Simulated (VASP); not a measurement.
Write the native input for VASP 6.6.1 that does the following.

| Property | Result |
| --- | --- |
| Task | single point |
| Functional | PBE |
| Potentials or basis | VASP PAW PBE potentials, release 64 (Cd, F) |
| Cutoff | 520 eV |
| k mesh | 8 × 8 × 8 |
| Occupations | gaussian, width 0.05 eV |
| Spin | no spin polarisation |
| Dipole correction | no |
| Further INCAR settings | ALGO = Normal; EDIFF = 1e-06; NBANDS = 20 |

The structure of CdF2 lies in POSCAR:

```
CdF2
1.0
    0.0000000000      2.8033122107      3.0373887803
    2.8033122107      0.0000000000      3.0373887803
    2.8033122107      2.8033122107      0.0000000000
Cd F
1 2
Direct
    0.0000000000      0.0000000000      0.0000000000
    0.2500000000      0.2500000000      0.2500000000
    0.7500000000      0.7500000000      0.7500000000
```

This cell differs from its parent crystal: volume 15.913 Å^3 an atom, c/a of the conventional cell 1.0835.

These files were run (other wordings do the same):

INCAR

```
SYSTEM = CdF2
PREC = Accurate ; ENCUT = 520
EDIFF = 1E-6 ; ISMEAR = 0
SIGMA = 0.05 ; LREAL = .FALSE.
LASPH = .TRUE. ; NELM = 60
ALGO = Normal ; ISIF = 2
LWAVE = .FALSE. ; LCHARG = .TRUE.
GGA = PE ; LELF = .TRUE.
LVHAR = .TRUE. ; NBANDS = 20
```

KPOINTS

```
Automatic mesh
0
G
  8 8 8
  0 0 0
```

Potentials or basis: VASP PAW PBE potentials, release 64 (Cd, F).

The run is started by

```bash
$ cat potpaw_PBE.64/Cd/POTCAR potpaw_PBE.64/F/POTCAR > POTCAR
$ mpirun -np 1 vasp_std > vasp.out
```

It gave:

```
Pressure               : -9.5 GPa
Band gap on the k mesh : 2.21 eV, indirect (least direct gap 2.70 eV)
```

It took 20 s on 1 thread of Intel(R) Xeon(R) 6975P-C (Granite Rapids), on a shared host, peak memory 0.2 GiB.
